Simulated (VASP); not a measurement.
Write the native input for VASP 6.6.1 that does the following.

* Task: single point
* Functional: LDA
* Potentials or basis: VASP PAW LDA potentials, release 64 (W_sv)
* Cutoff: 520 eV
* k mesh: 22 × 22 × 22
* Occupations: gaussian, width 0.15 eV
* Spin: no spin polarisation
* Dipole correction: no
* Further INCAR settings: ALGO = Fast; EDIFF = 1e-07; NBANDS = 13

The structure of W lies in POSCAR:

```
W
1.0
    0.0000000000      1.9994364037      1.8038915234
    1.9994364037      0.0000000000      1.8038915234
    1.9994364037      1.9994364037      0.0000000000
W
1
Direct
    0.0000000000      0.0000000000      0.0000000000
```

The input as run:

INCAR

```
SYSTEM = W
  PREC = Accurate
  ENCUT = 520
  EDIFF = 1E-7
  ISMEAR = 0
  SIGMA = 0.15
  LREAL = .FALSE.
  LASPH = .TRUE.
  NELM = 100
  ALGO = Fast
  ISIF = 2
  LWAVE = .FALSE.
  LCHARG = .TRUE.
  GGA = CA
  LELF = .TRUE.
  LVHAR = .TRUE.
  NBANDS = 13
```

KPOINTS

```
regular mesh
0
G
  22 22 22
  0 0 0
```

Potentials or basis: VASP PAW LDA potentials, release 64 (W_sv).

Command:

```sh
$ cat potpaw_LDA.64/W_sv/POTCAR > POTCAR
$ mpirun -np 1 vasp_std > vasp.out
```

Results of the run:

```yaml
Pressure: 33.2 GPa
Band_gap_on_the_k_mesh: zero (bands 7 and 8 overlap by 6.25 eV)
```

Caveat: the stress differs along the axes, from 13 to 43 GPa; spin-orbit coupling is left out, which moves the levels of the heavy elements.

Wall time 2.4 min on 1 thread of Intel(R) Xeon(R) 6975P-C (Granite Rapids), on a shared host, peak memory 0.25 GiB.
